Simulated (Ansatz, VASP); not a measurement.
**BeTe: VASP beside Ansatz**

```
Be Te
1.0
     0.00000    2.93413    2.82862
     2.82862    0.00000    2.82862
     2.82862    2.93413    0.00000
Be Te
1 1
Direct
  0.00000 0.00000 0.00000
  0.25000 0.25000 0.25000
```

Change from the starting cell: uniaxial_y strain +3.7%.

Alike in both runs: task single point; functional r2SCAN; k mesh 8 × 8 × 8; no spin polarisation.

```csv
,VASP,Ansatz
version,VASP 6.6.1,Ansatz 0.2.0
potentials or method,"VASP PAW PBE potentials, release 64 (Be, Te)","plane waves, PAW"
plane-wave cutoff (eV),520,500
occupations,"gaussian, width 0.01 eV",fixed
valence electrons in the cell,8,18
```

VASP gave:

```
gap on the k mesh at the Fermi level (eV)                     : 2.31
pressure (GPa)                                                : -1.9
traceless stress, the component that is largest in VASP (GPa) : -1.58
```

Problem. Estimate Ansatz's values.

Solution. gap on the k mesh at the Fermi level (eV): 2.31; pressure (GPa): -2.0; traceless stress, the component that is largest in VASP (GPa): -1.59.

VASP's potentials were made for PBE, not for r2SCAN. VASP's potentials hold 8 valence electrons a cell and Ansatz's 18, so a difference there can come from the potentials and not from the codes.

Spin-orbit coupling is off throughout.
